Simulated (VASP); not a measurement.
# Ag (Cmcm) in VASP: single point with r2SCAN

Aim: the single point of Ag with r2SCAN.

All numbers are computed with VASP 6.6.1; they aren't measurements. Logs are shortened: lines on timing, memory, paths and dates and some standing lists are left out, and cuts for length are marked.

## 1. The cell of the first run

The structure is orthorhombic, space group Cmcm (No. 63). Conventional cell: a = 3.311 Å, b = 4.683 Å, c = 4.683 Å, α = 90.00°, β = 90.00°, γ = 90.00°. Within 3.8 Å of Ag (site symmetry m2m) lie 14 Ag at 2.87 to 3.38 Å.

## 2. Single point, r2SCAN

Contents of POSCAR:

```
Ag
1.0
   -1.6556540000      1.6556540000      1.6556540000
    1.6556540000     -1.6556540000      1.6556540000
    3.3113080000      3.3113080000      0.0000000000
Ag
2
Direct
   -0.0106771521      0.0106771521      0.0000000000
    0.5106771521      0.4893228479      0.5000000000
```

Contents of INCAR.step1:

```
  PREC = Accurate
  ENCUT = 520
  ISMEAR = 0
  SIGMA = 0.15
  LREAL = False
  LASPH = True
  NELM = 80
  NBANDS = 18
  GGA = PE
  ALGO = Normal
  EDIFF = 1E-4
  LWAVE = True
  LCHARG = False
```

Contents of INCAR.step2:

```
  PREC = Accurate
  ENCUT = 520
  EDIFF = 1E-6
  ISMEAR = 0
  SIGMA = 0.15
  LREAL = False
  LASPH = True
  NELM = 80
  ALGO = Normal
  ISIF = 2
  LWAVE = False
  LCHARG = False
  METAGGA = R2SCAN
  LMIXTAU = True
  NBANDS = 18
  ISTART = 1
```

Contents of KPOINTS:

```
regular mesh
0
Gamma
  18 18 10
```

Potentials or basis: VASP PAW PBE potentials, release 64 (Ag).

The run is started by

```bash
$ cat potpaw_PBE.64/Ag/POTCAR > POTCAR
$ cp INCAR.step1 INCAR
$ mpirun -np 1 vasp_std > vasp.out
$ cp INCAR.step2 INCAR
$ mpirun -np 1 vasp_std > vasp.out
```

OUTCAR:

```text
PREC = Accurate
   ENCUT = 520
   EDIFF = 1E-6
   ISMEAR = 0
   LREAL = False
   LASPH = True
   NELM = 80
   ISIF = 2
   METAGGA = R2SCAN
   ISTART = 1

 ion  position               nearest neighbor table
   1  0.989  0.011  0.000-   2 2.87   2 2.87   2 2.87   2 2.87   2 3.24   2 3.24   2 3.38   2 3.38

   2  0.511  0.489  0.500-   1 2.87   1 2.87   1 2.87   1 2.87   1 3.24   1 3.24   1 3.38   1 3.38

  LATTYP: Found a base centered orthorhombic cell.
 ALAT       =     3.3113080000
 B/A-ratio  =     1.4142135624
 C/A-ratio  =     1.4142135624

  Lattice vectors:

 A1 = (  -1.6556540000,   1.6556540000,   1.6556540000)
 A2 = (   1.6556540000,  -1.6556540000,   1.6556540000)
 A3 = (   3.3113080000,   3.3113080000,   0.0000000000)

Analysis of symmetry for initial positions (statically):
=====================================================================
 Subroutine PRICEL returns:
 Original cell was already a primitive cell.

 Routine SETGRP: Setting up the symmetry group for a
 base centered orthorhombic supercell.

 Subroutine GETGRP returns: Found  8 space group operations
 (whereof  4 operations were pure point group operations)
 out of a pool of  8 trial point group operations.

The static configuration has the point symmetry C_2v.
 The point group associated with its full space group is D_2h.

Analysis of symmetry for dynamics (positions and initial velocities):
=====================================================================
 Subroutine PRICEL returns:
 Original cell was already a primitive cell.

 Routine SETGRP: Setting up the symmetry group for a
 base centered orthorhombic supercell.

 Subroutine GETGRP returns: Found  8 space group operations
 (whereof  4 operations were pure point group operations)
 out of a pool of  8 trial point group operations.

The dynamic configuration has the point symmetry C_2v.
 The point group associated with its full space group is D_2h.

 Subroutine INISYM returns: Found  8 space group operations
 (whereof  4 operations are pure point group operations),
 and found     1 'primitive' translations

----------------------------------------------------------------------------------------

                                     Primitive cell

  volume of cell :      36.3077

  direct lattice vectors                    reciprocal lattice vectors
    -1.655654000  1.655654000  1.655654000    -0.150997733  0.150997733  0.301995465
     1.655654000 -1.655654000  1.655654000     0.150997733 -0.150997733  0.301995465
     3.311308000  3.311308000  0.000000000     0.150997733  0.150997733  0.000000000

  length of vectors
     2.867676848  2.867676848  4.682896683     0.369867397  0.369867397  0.213543041

  position of ions in fractional coordinates (direct lattice)
     0.989322848  0.010677152  0.000000000
     0.510677152  0.489322848  0.500000000

  ion indices of the primitive-cell ions
   primitive index   ion index
                 1           1
                 2           2

----------------------------------------------------------------------------------------

 KPOINTS: regular mesh

Automatic generation of k-mesh.
 Grid dimensions read from file:
 generate k-points for:   18   18   10

 Generating k-lattice:

  Cartesian coordinates                     Fractional coordinates (reciprocal lattice)
    -0.008388763  0.008388763  0.016777526     0.055555556  0.000000000  0.000000000
     0.008388763 -0.008388763  0.016777526     0.000000000  0.055555556  0.000000000
     0.015099773  0.015099773  0.000000000     0.000000000  0.000000000  0.100000000

  Length of vectors
     0.020548189  0.020548189  0.021354304

  Shift w.r.t. Gamma in fractional coordinates (k-lattice)
     0.000000000  0.000000000  0.000000000

 Subroutine IBZKPT returns following result:
 ===========================================

 Found    546 irreducible k-points:

 Following reciprocal coordinates:
            Coordinates               Weight
  0.000000  0.000000  0.000000      1.000000
  0.055556  0.000000  0.000000      4.000000
  0.111111  0.000000  0.000000      4.000000
  0.166667  0.000000  0.000000      4.000000
  0.222222  0.000000  0.000000      4.000000
  0.277778  0.000000  0.000000      4.000000
[... 16 lines left out ...]
 -0.277778  0.055556  0.000000      4.000000
 -0.222222  0.055556  0.000000      4.000000
 [... further k-points ...]
   k-points           NKPTS =    546   k-points in BZ     NKDIM =    546   number of bands    NBANDS=     18
   number of dos      NEDOS =    301   number of ions     NIONS =      2
   total plane-waves  NPLWV =  20736
   dimension x,y,z NGX =    24 NGY =   24 NGZ =   36
   dimension x,y,z NGXF=    48 NGYF=   48 NGZF=   72
   ions per type =               2
   NGX,Y,Z   is equivalent  to a cutoff of  13.91, 13.91, 12.78 a.u.
   NGXF,Y,Z  is equivalent  to a cutoff of  27.83, 27.83, 25.56 a.u.
 SYSTEM =  unknown system
   PREC   = accura    normal or accurate (medium, high low for compatibility)
   ISTART =      1    job   : 0-new  1-cont  2-samecut
   ICHARG =      0    charge: 1-file 2-atom 10-const
   ISPIN  =      1    spin polarized calculation?
   LNONCOLLINEAR =      F non collinear calculations
   LSORBIT =      F    spin-orbit coupling
   LASPH  =      T    aspherical Exc in radial PAW
   ENCUT  =  520.0 eV  38.22 Ry    6.18 a.u.   5.33  5.33  8.71*2*pi/ulx,y,z
   NELM   =     80;   NELMIN=  2; NELMDL=  0     # of ELM steps
   EDIFF  = 0.1E-05   stopping-criterion for ELM
   LREAL  =      F    real-space projection
   EDIFFG = 0.1E-04   stopping-criterion for IOM
   NSW    =      0    number of steps for IOM
   IBRION =     -1    ionic relax: 0-MD 1-quasi-New 2-CG
   NFREE  =      0    steps in history (QN), initial steepest desc. (CG)
   ISIF   =      2    stress and relaxation
   ISYM   =      2    0-nonsym 1-usesym 2-fastsym
   POTIM  = 0.5000    time-step for ionic-motion
   TEBEG  =    0.0;   TEEND  =   0.0 temperature during run
   PSTRESS=    0.0 pullay stress
   NELECT =      22.0000    total number of electrons
   NUPDOWN=      -1.0000    fix difference up-down
   EMIN   =  10.00;   EMAX   =-10.00  energy-range for DOS
   EFERMI =   0.00;   METHOD = LEGACY
   ISMEAR =     0;   SIGMA  =   0.15  broadening in eV -4-tet -1-fermi 0-gaus
   EFERMI_NEDOS =   21; number of points for ismear=-14 and -15
   IALGO  =     38    algorithm
   IMIX   =      4    mixing-type and parameters
     AMIX     =   0.40;   BMIX     =  1.00
     AMIX_MAG =   1.60;   BMIX_MAG =  1.00
  volume/ion in A,a.u.               =      18.15       122.51
  Fermi-wavevector in a.u.,A,eV,Ry     =   1.385318  2.617871 26.111022  1.919106
  Thomas-Fermi vector in A             =   2.509739
   LORBIT       =      0    0 simple, 1 ext, 2 COOP (PROOUT), +10 PAW based schemes
   METAGGA = R2SCAN    functional components
   LHFCALC =     F    Hartree Fock is set to
   AEXX    =    0.0000 exact exchange contribution
   IVDW    =     0    specifies the selected vdW correction
   LEPSILON=     F    determine dielectric tensor
   LRPA    =     F    only Hartree local field effects (RPA)
 non-spin polarized calculation
 Gauss-broadening in eV      SIGMA  =   0.15
  energy-cutoff  :      520.00
  volume of cell :       36.31
 maximum number of plane-waves:       993
 NGX is ok and might be reduce to    24
   NGX = 11   NGY = 11   NGZ = 17

 number of electron      22.0000004 magnetization

 Free energy of the ion-electron system (eV)
  ---------------------------------------------------
  ext. energy  EPLUGINS =         0.00000000
  ---------------------------------------------------
  free energy    TOTEN  =       -42.63455678 eV

  energy without entropy =      -42.62806393  energy(sigma->0) =      -42.63131036

 E-fermi :   7.6566     XC(G=0): -12.5347

 val. band max:        7.6292323421   @ k =  -0.3889   0.1667   0.4000
 cond. band min:       7.6741714524   @ k =   0.3889   0.0000   0.4000
 fundamental gap:      0.0449391104
 Fermi energy:         7.6566128779

 k-point     1 :       0.0000    0.0000    0.0000
  band No.  band energies     occupation
      1       0.1147      2.00000
      2       1.2451      2.00000
      3       1.8572      2.00000
      4       2.5635      2.00000
      5       2.5768      2.00000
      6       2.5770      2.00000
[... 10 lines left out ...]
     17      26.0780      0.00000
     18      26.0885      0.00000

 k-point     2 :       0.0556    0.0000    0.0000
  band No.  band energies     occupation
      1       0.1903      2.00000
      2       1.2877      2.00000
      3       1.8736      2.00000
      4       2.5576      2.00000
      5       2.5726      2.00000
      6       2.6139      2.00000
[... 10 lines left out ...]
     17      26.0239      0.00000
     18      26.1243      0.00000

 k-point     3 :       0.1111    0.0000    0.0000
  band No.  band energies     occupation
      1       0.4108      2.00000
      2       1.4054      2.00000
      3       1.9230      2.00000
      4       2.5241      2.00000
      5       2.5587      2.00000
      6       2.7435      2.00000
[... 10 lines left out ...]
     17      25.6986      0.00000
     18      26.2785      0.00000

 k-point     4 :       0.1667    0.0000    0.0000
  band No.  band energies     occupation
      1       0.7551      2.00000
      2       1.5627      2.00000
      3       2.0114      2.00000
      4       2.4746      2.00000
      5       2.5303      2.00000
      6       2.9659      2.00000
[... 10 lines left out ...]
     17      24.7788      0.00000
     18      26.4984      0.00000

 k-point     5 :       0.2222    0.0000    0.0000
  band No.  band energies     occupation
      1       1.1740      2.00000
      2       1.6957      2.00000
      3       2.1603      2.00000
      4       2.4295      2.00000
      5       2.4821      2.00000
      6       3.1363      2.00000
[... 10 lines left out ...]
     17      23.3116      0.00000
     18      26.1438      0.00000

 k-point     6 :       0.2778    0.0000    0.0000
  band No.  band energies     occupation
      1       1.5623      2.00000
      2       1.7614      2.00000
      3       2.3713      2.00000
      4       2.4116      2.00000
      5       2.4386      2.00000
      6       2.8482      2.00000
[... 10 lines left out ...]
     17      21.8835      0.00000
     18      25.0209      0.00000

 k-point     7 :       0.3333    0.0000    0.0000
  band No.  band energies     occupation
      1       1.7391      2.00000
      2       1.8088      2.00000
      3       2.3246      2.00000
      4       2.5699      2.00000
      5       2.6049      2.00000
      6       2.6157      2.00000
[... 10 lines left out ...]
     17      21.8302      0.00000
     18      24.1030      0.00000

 k-point     8 :       0.3889    0.0000    0.0000
  band No.  band energies     occupation
      1       1.7337      2.00000
      2       1.8438      2.00000
      3       2.2359      2.00000
      4       2.4533      2.00000
      5       2.7596      2.00000
      6       2.8210      2.00000
[... 10 lines left out ...]
     17      21.7813      0.00000
     18      23.4002      0.00000
[... 229 lines left out ...]
     17      20.5782      0.00000
     18      23.8206      0.00000

 k-point    20 :      -0.4444    0.0556    0.0000
  band No.  band energies     occupation
      1       1.7914      2.00000
      2       1.9187      2.00000
      3       2.1355      2.00000
      4       2.3347      2.00000
      5       2.7597      2.00000
      6       2.8423      2.00000
[... 10 lines left out ...]
     17      21.0630      0.00000
     18      23.7921      0.00000

 k-point    21 :      -0.3889    0.0556    0.0000
  band No.  band energies     occupation
      1       1.8343      2.00000
      2       1.9403      2.00000
      3       2.1918      2.00000
      4       2.4185      2.00000
      5       2.5805      2.00000
      6       2.6286      2.00000
[... 10 lines left out ...]
     17      21.7095      0.00000
     18      23.8558      0.00000

 k-point    22 :      -0.3333    0.0556    0.0000
  band No.  band energies     occupation
      1       1.8166      2.00000
      2       1.9013      2.00000
      3       2.2708      2.00000
      4       2.3749      2.00000
      5       2.4390      2.00000
      6       2.5680      2.00000
[... 10 lines left out ...]
     17      22.5139      0.00000
     18      23.8945      0.00000

 k-point    23 :      -0.2778    0.0556    0.0000
  band No.  band energies     occupation
      1       1.5138      2.00000
      2       1.8380      2.00000
      3       2.2870      2.00000
      4       2.3423      2.00000
      5       2.3535      2.00000
      6       2.7792      2.00000
[... 10 lines left out ...]
     17      23.3408      0.00000
     18      23.9493      0.00000

 k-point    24 :      -0.2222    0.0556    0.0000
  band No.  band energies     occupation
      1       1.0863      2.00000
      2       1.7044      2.00000
      3       2.1812      2.00000
      4       2.4065      2.00000
      5       2.4269      2.00000
      6       3.0346      2.00000
[... 10 lines left out ...]
     17      23.6393      0.00000
     18      25.2047      0.00000

 [... further k-points ...]

------------------------ aborting loop because EDIFF is reached ----------------------------------------

  FORCE on cell =-STRESS in cart. coord.  units (eV):
  Direction    XX          YY          ZZ          XY          YZ          ZX
  --------------------------------------------------------------------------------------
  -------------------------------------------------------------------------------------
  Total       -0.8051145     -0.8051145     -0.8156415     -0.0586737      0.0000000      0.0000000
  in kB      -35.5278974    -35.5278974    -35.9924305     -2.5891375      0.0000000      0.0000000
  external PRESSURE =     -35.6827418 kB  Pullay stress =       0.0000000 kB

 VOLUME and BASIS-vectors are now :
 -----------------------------------------------------------------------------
  energy-cutoff  :      520.00
  volume of cell :       36.31
      direct lattice vectors                 reciprocal lattice vectors
    -1.655654000  1.655654000  1.655654000    -0.150997733  0.150997733  0.301995465
     1.655654000 -1.655654000  1.655654000     0.150997733 -0.150997733  0.301995465
     3.311308000  3.311308000  0.000000000     0.150997733  0.150997733  0.000000000

 POSITION                                       TOTAL-FORCE (eV/Angst)
 -----------------------------------------------------------------------------------
     -1.62030      1.62030      1.65565         0.008950     -0.008950      0.000000
      1.62030      1.69101      1.65565        -0.008950      0.008950      0.000000
 -----------------------------------------------------------------------------------
    total drift:                                0.000000      0.000000     -0.000000

  FREE ENERGIE OF THE ION-ELECTRON SYSTEM (eV)
  ---------------------------------------------------
  free  energy   TOTEN  =       -42.6345567802 eV

  energy  without entropy=      -42.6280639311  energy(sigma->0) =      -42.63131036
```

Wall time 9.9 min (1 thread of Oxide Virtual Turin-like, shared host); peak memory 0.36 GiB.

Results:

- Free energy: -42.6346 eV
- Pressure: -3.6 GPa
- Largest force: 0.013 eV/Å
- Band gap on the k mesh: zero (bands 11 and 12 overlap by 8.35 eV)

Forces in eV/Å, atoms in the order of the input:
```
Ag   0.009 -0.009  0.000
Ag  -0.009  0.009  0.000
```

Caveat: the cell stands under tension; the PAW data sets were made with another functional, which shifts forces and pressure a little.

The gap in the log of VASP goes by the Fermi energy; the results here count the filled bands.